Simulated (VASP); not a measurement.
# GaN (F-43m) in VASP: single point with PBEsol+D4

Aim: the single point of GaN with PBEsol+D4.

All numbers are computed with VASP 6.6.1; they aren't measurements. Logs are shortened: lines on timing, memory, paths and dates and some standing lists are left out, and cuts for length are marked.

### 1 The cell of the first run

It takes space group F-43m (No. 216, cubic). Conventional cell: a = 4.498 Å, b = 4.498 Å, c = 4.498 Å, α = 90.00°, β = 90.00°, γ = 90.00°. Ga (site symmetry -43m) has 4 N at 1.95 Å within 2.6 Å. N (site symmetry -43m) has 4 Ga at 1.95 Å within 2.6 Å.

### 2 Single point, PBEsol+D4

INCAR reads:

```
PREC = Accurate ; ENCUT = 600
EDIFF = 1E-6 ; ISMEAR = 0
SIGMA = 0.02 ; LREAL = F
LASPH = T ; NELM = 120
ALGO = Normal ; ISIF = 2
LWAVE = F ; LCHARG = T
GGA = PS ; IVDW = 13
LELF = T ; LVHAR = T
NBANDS = 16 ; GGA_COMPAT = F
```

KPOINTS reads:

```
Automatic mesh
0
Gamma
  10 10 10
```

POSCAR reads:

```
GaN
1.0
    0.0000000000      2.2491150715      2.2491150715
    2.2491150715      0.0000000000      2.2491150715
    2.2491150715      2.2491150715      0.0000000000
Ga N
1 1
Direct
    0.0000000000      0.0000000000      0.0000000000
    0.7500000000      0.7500000000      0.7500000000
```

Potentials or basis: VASP PAW PBE potentials, release 64 (Ga_d, N).

Run with:

```
$ cat potpaw_PBE.64/Ga_d/POTCAR potpaw_PBE.64/N/POTCAR > POTCAR
$ mpirun -np 1 vasp_std > vasp.out
```

OUTCAR:

```text
PREC = Accurate
   ENCUT = 600
   EDIFF = 1E-6
   ISMEAR = 0
   LREAL = F
   LASPH = T
   NELM = 120
   ISIF = 2
   GGA = PS
   IVDW = 13

 ion  position               nearest neighbor table
   1  0.000  0.000  0.000-   2 1.95   2 1.95   2 1.95   2 1.95
   2  0.750  0.750  0.750-   1 1.95   1 1.95   1 1.95   1 1.95

  LATTYP: Found a face centered cubic cell.
 ALAT       =     4.4982301430

  Lattice vectors:

 A1 = (   0.0000000000,   2.2491150715,   2.2491150715)
 A2 = (   2.2491150715,   0.0000000000,   2.2491150715)
 A3 = (   2.2491150715,   2.2491150715,   0.0000000000)

Analysis of symmetry for initial positions (statically):
=====================================================================
 Subroutine PRICEL returns:
 Original cell was already a primitive cell.

 Routine SETGRP: Setting up the symmetry group for a
 face centered cubic supercell.

 Subroutine GETGRP returns: Found 24 space group operations
 (whereof 24 operations were pure point group operations)
 out of a pool of 48 trial point group operations.

The static configuration has the point symmetry T_d .

Analysis of symmetry for dynamics (positions and initial velocities):
=====================================================================
 Subroutine PRICEL returns:
 Original cell was already a primitive cell.

 Routine SETGRP: Setting up the symmetry group for a
 face centered cubic supercell.

 Subroutine GETGRP returns: Found 24 space group operations
 (whereof 24 operations were pure point group operations)
 out of a pool of 48 trial point group operations.

The dynamic configuration has the point symmetry T_d .

 Subroutine INISYM returns: Found 24 space group operations
 (whereof 24 operations are pure point group operations),
 and found     1 'primitive' translations

----------------------------------------------------------------------------------------

                                     Primitive cell

  volume of cell :      22.7544

  direct lattice vectors                    reciprocal lattice vectors
     0.000000000  2.249115071  2.249115071    -0.222309657  0.222309657  0.222309657
     2.249115071  0.000000000  2.249115071     0.222309657 -0.222309657  0.222309657
     2.249115071  2.249115071  0.000000000     0.222309657  0.222309657 -0.222309657

  length of vectors
     3.180729037  3.180729037  3.180729037     0.385051621  0.385051621  0.385051621

  position of ions in fractional coordinates (direct lattice)
     0.000000000  0.000000000  0.000000000
     0.750000000  0.750000000  0.750000000

  ion indices of the primitive-cell ions
   primitive index   ion index
                 1           1
                 2           2

----------------------------------------------------------------------------------------

 KPOINTS: Automatic mesh

Automatic generation of k-mesh.
 Grid dimensions read from file:
 generate k-points for:   10   10   10

 Generating k-lattice:

  Cartesian coordinates                     Fractional coordinates (reciprocal lattice)
    -0.022230966  0.022230966  0.022230966     0.100000000  0.000000000  0.000000000
     0.022230966 -0.022230966  0.022230966     0.000000000  0.100000000  0.000000000
     0.022230966  0.022230966 -0.022230966     0.000000000  0.000000000  0.100000000

  Length of vectors
     0.038505162  0.038505162  0.038505162

  Shift w.r.t. Gamma in fractional coordinates (k-lattice)
     0.000000000  0.000000000  0.000000000

 Subroutine IBZKPT returns following result:
 ===========================================

 Found     47 irreducible k-points:

 Following reciprocal coordinates:
            Coordinates               Weight
  0.000000  0.000000  0.000000      1.000000
  0.100000  0.000000  0.000000      8.000000
  0.200000  0.000000  0.000000      8.000000
  0.300000  0.000000  0.000000      8.000000
  0.400000  0.000000  0.000000      8.000000
  0.500000  0.000000  0.000000      4.000000
[... 16 lines left out ...]
  0.300000  0.300000  0.000000      6.000000
  0.400000  0.300000  0.000000     24.000000
 [... further k-points ...]
   k-points           NKPTS =     47   k-points in BZ     NKDIM =     47   number of bands    NBANDS=     16
   number of dos      NEDOS =    301   number of ions     NIONS =      2
   total plane-waves  NPLWV =  21952
   dimension x,y,z NGX =    28 NGY =   28 NGZ =   28
   dimension x,y,z NGXF=    56 NGYF=   56 NGZF=   56
   ions per type =               1   1
   NGX,Y,Z   is equivalent  to a cutoff of  14.63, 14.63, 14.63 a.u.
   NGXF,Y,Z  is equivalent  to a cutoff of  29.27, 29.27, 29.27 a.u.
 SYSTEM =  unknown system
   PREC   = accura    normal or accurate (medium, high low for compatibility)
   ISTART =      0    job   : 0-new  1-cont  2-samecut
   ICHARG =      2    charge: 1-file 2-atom 10-const
   ISPIN  =      1    spin polarized calculation?
   LNONCOLLINEAR =      F non collinear calculations
   LSORBIT =      F    spin-orbit coupling
   LASPH  =      T    aspherical Exc in radial PAW
   ENCUT  =  600.0 eV  44.10 Ry    6.64 a.u.   6.35  6.35  6.35*2*pi/ulx,y,z
   NELM   =    120;   NELMIN=  2; NELMDL= -5     # of ELM steps
   EDIFF  = 0.1E-05   stopping-criterion for ELM
   LREAL  =      F    real-space projection
   EDIFFG = 0.1E-04   stopping-criterion for IOM
   NSW    =      0    number of steps for IOM
   IBRION =     -1    ionic relax: 0-MD 1-quasi-New 2-CG
   NFREE  =      0    steps in history (QN), initial steepest desc. (CG)
   ISIF   =      2    stress and relaxation
   ISYM   =      2    0-nonsym 1-usesym 2-fastsym
   POTIM  = 0.5000    time-step for ionic-motion
   TEBEG  =    0.0;   TEEND  =   0.0 temperature during run
   PSTRESS=    0.0 pullay stress
   NELECT =      18.0000    total number of electrons
   NUPDOWN=      -1.0000    fix difference up-down
   EMIN   =  10.00;   EMAX   =-10.00  energy-range for DOS
   EFERMI =   0.00;   METHOD = LEGACY
   ISMEAR =     0;   SIGMA  =   0.02  broadening in eV -4-tet -1-fermi 0-gaus
   EFERMI_NEDOS =   21; number of points for ismear=-14 and -15
   IALGO  =     38    algorithm
   IMIX   =      4    mixing-type and parameters
     AMIX     =   0.40;   BMIX     =  1.00
     AMIX_MAG =   1.60;   BMIX_MAG =  1.00
  volume/ion in A,a.u.               =      11.38        76.78
  Fermi-wavevector in a.u.,A,eV,Ry     =   1.514063  2.861164 31.189822  2.292387
  Thomas-Fermi vector in A             =   2.623771
   LORBIT       =      0    0 simple, 1 ext, 2 COOP (PROOUT), +10 PAW based schemes
   GGA     = PS    functional components
   LHFCALC =     F    Hartree Fock is set to
   AEXX    =    0.0000 exact exchange contribution
   IVDW    =    13    specifies the selected vdW correction
   LEPSILON=     F    determine dielectric tensor
   LRPA    =     F    only Hartree local field effects (RPA)
 non-spin polarized calculation
 Gauss-broadening in eV      SIGMA  =   0.02
  energy-cutoff  :      600.00
  volume of cell :       22.75
 maximum number of plane-waves:       769
 NGX is ok and might be reduce to    28
   NGX = 13   NGY = 13   NGZ = 13

 number of electron      18.0000005 magnetization

 Free energy of the ion-electron system (eV)
  ---------------------------------------------------
  ext. energy  EPLUGINS =         0.00000000
  ---------------------------------------------------
  free energy    TOTEN  =       -13.12425030 eV

  energy without entropy =      -13.12425030  energy(sigma->0) =      -13.12425030

 E-fermi :   5.3749     XC(G=0): -11.9335

 val. band max:        5.2130989884   @ k =   0.0000   0.0000   0.0000
 cond. band min:       6.9335211321   @ k =   0.0000   0.0000   0.0000
 fundamental gap:      1.7204221436
 Fermi energy:         5.3748763078

 k-point     1 :       0.0000    0.0000    0.0000
  band No.  band energies     occupation
      1     -10.7699      2.00000
      2      -8.1956      2.00000
      3      -8.1956      2.00000
      4      -8.1956      2.00000
      5      -7.8645      2.00000
      6      -7.8645      2.00000
[... 8 lines left out ...]
     15      23.9493      0.00000
     16      23.9493      0.00000

 k-point     2 :       0.1000    0.0000    0.0000
  band No.  band energies     occupation
      1     -10.6557      2.00000
      2      -8.1816      2.00000
      3      -8.1816      2.00000
      4      -8.1586      2.00000
      5      -7.8659      2.00000
      6      -7.8659      2.00000
[... 8 lines left out ...]
     15      22.6709      0.00000
     16      22.6709      0.00000

 k-point     3 :       0.2000    0.0000    0.0000
  band No.  band energies     occupation
      1     -10.3661      2.00000
      2      -8.1490      2.00000
      3      -8.1490      2.00000
      4      -8.0008      2.00000
      5      -7.8648      2.00000
      6      -7.8648      2.00000
[... 8 lines left out ...]
     15      21.9047      0.00000
     16      21.9047      0.00000

 k-point     4 :       0.3000    0.0000    0.0000
  band No.  band energies     occupation
      1     -10.0536      2.00000
      2      -8.1201      2.00000
      3      -8.1201      2.00000
      4      -7.8509      2.00000
      5      -7.8509      2.00000
      6      -7.6075      2.00000
[... 8 lines left out ...]
     15      22.3976      0.00000
     16      22.3976      0.00000
[... 324 lines left out ...]
 k-point    22 :      -0.2000    0.2000    0.0000
  band No.  band energies     occupation
      1      -9.9578      2.00000
      2      -8.1038      2.00000
      3      -8.0881      2.00000
      4      -7.8878      2.00000
      5      -7.8805      2.00000
      6      -7.4280      2.00000
[... 8 lines left out ...]
     15      22.5003      0.00000
     16      25.6866      0.00000

 k-point    23 :       0.3000    0.3000    0.0000
  band No.  band energies     occupation
      1      -9.8663      2.00000
      2      -8.0477      2.00000
      3      -7.9998      2.00000
      4      -7.9998      2.00000
      5      -7.8126      2.00000
      6      -7.4170      2.00000
[... 8 lines left out ...]
     15      27.2261      0.00000
     16      27.6501      0.00000

 k-point    24 :       0.4000    0.3000    0.0000
  band No.  band energies     occupation
      1      -9.7407      2.00000
      2      -8.0656      2.00000
      3      -7.9646      2.00000
      4      -7.9638      2.00000
      5      -7.8022      2.00000
      6      -6.9568      2.00000
[... 8 lines left out ...]
     15      27.5013      0.00000
     16      27.6095      0.00000

 [... further k-points ...]

------------------------ aborting loop because EDIFF is reached ----------------------------------------

  DFT-D4 for vdW energy calculation

  Edisp (eV):   -0.45960

  FORCE on cell =-STRESS in cart. coord.  units (eV):
  Direction    XX          YY          ZZ          XY          YZ          ZX
  --------------------------------------------------------------------------------------
  -------------------------------------------------------------------------------------
  Total      -0.51267    -0.51267    -0.51267     0.00000    -0.00000    -0.00000
  in kB     -36.09788   -36.09788   -36.09788     0.00000    -0.00000    -0.00000
  external pressure =      -36.10 kB  Pullay stress =        0.00 kB

 VOLUME and BASIS-vectors are now :
 -----------------------------------------------------------------------------
  energy-cutoff  :      600.00
  volume of cell :       22.75
      direct lattice vectors                 reciprocal lattice vectors
     0.000000000  2.249115071  2.249115071    -0.222309657  0.222309657  0.222309657
     2.249115071  0.000000000  2.249115071     0.222309657 -0.222309657  0.222309657
     2.249115071  2.249115071  0.000000000     0.222309657  0.222309657 -0.222309657

 POSITION                                       TOTAL-FORCE (eV/Angst)
 -----------------------------------------------------------------------------------
      0.00000      0.00000      0.00000         0.000000      0.000000      0.000000
      3.37367      3.37367      3.37367        -0.000000     -0.000000     -0.000000
 -----------------------------------------------------------------------------------
    total drift:                               -0.000000     -0.000000     -0.000000

  FREE ENERGIE OF THE ION-ELECTRON SYSTEM (eV)
  ---------------------------------------------------
  free  energy   TOTEN  =       -13.5838548196 eV

  energy  without entropy=      -13.5838548196  energy(sigma->0) =      -13.58385482
```

Wall time 51 s (1 thread of AMD EPYC 7R13, shared host); peak memory 0.14 GiB.

What came out:

| Property | Result |
| --- | --- |
| Free energy | -13.5839 eV |
| Pressure | -3.6 GPa |
| Band gap on the k mesh | 1.72 eV |
| Dispersion energy per atom | -0.230 eV |

Caveat: the cell stands under tension; the PAW data sets were made with another functional, which shifts forces and pressure a little.
